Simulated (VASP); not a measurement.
# ZnO: relaxation of shape and atoms at fixed volume with PBE

Crystal: ZnO.

```xyz
4
Lattice="3.2127 0.0000 0.0000 -1.6063 2.7823 0.0000 0.0000 0.0000 5.1851" Properties=species:S:1:pos:R:3 pbc="T T T"
Zn    0.0000    1.8549    4.2023
Zn    1.6063    0.9274    1.6097
O     1.6063    0.9274    3.5754
O     0.0000    1.8549    0.9828
```

```
Program                : VASP 6.6.1
Task                   : relaxation of shape and atoms at fixed volume
Functional             : PBE
Potentials or basis    : VASP PAW PBE potentials, release 64 (Zn, O)
Cutoff                 : 600 eV
k mesh                 : 9 × 9 × 6
Occupations            : gaussian, width 0.02 eV
Spin                   : no spin polarisation
Dipole correction      : no
Further INCAR settings : ALGO = Normal; EDIFF = 1e-07; IBRION = 2; EDIFFG = -0.01; NSW = 50; ISIF = 4
```

| Property | Result |
| --- | --- |
| Pressure after relaxing | 10.2 GPa |
| Largest force after relaxing | 0.004 eV/Å |
| Band gap on the k mesh | 0.82 eV |

Forces in eV/Å, atoms in the order of the input:
```
Zn   0.000  0.000  0.004
Zn   0.000  0.000  0.004
O    0.000  0.000 -0.004
O    0.000  0.000 -0.004
```

Stress tensor (GPa, compression positive):
```
10.19  0.00  0.00
 0.00 10.19  0.00
 0.00  0.00 10.11
```

Final structure:
```
Zn O
1.0
     3.21270    0.00000    0.00000
    -1.60635    2.78228    0.00000
     0.00000    0.00000    5.18510
Zn O
2 2
Direct
  0.33333 0.66667 0.81046
  0.66667 0.33333 0.31046
  0.66667 0.33333 0.68955
  0.33333 0.66667 0.18955
```

Levels at points of the mesh, in eV from the valence-band top:
```tsv
k point	band 14	band 15	band 16	band 17	band 18	band 19	band 20	band 21	band 22
(0.00, 0.00, 0.00)	-0.82	-0.82	-0.10	0.00	0.00	0.82	5.33	8.28	13.05
(0.00, 0.00, 0.50)	-2.27	-0.41	-0.41	-0.41	-0.41	3.51	3.51	10.17	10.17
```

Wall time 72 s on 1 thread of Intel(R) Xeon(R) 6975P-C (Granite Rapids), with other jobs on the host, peak memory 0.2 GiB.

Caveat: the relaxation stopped at its first step, so nothing moved.
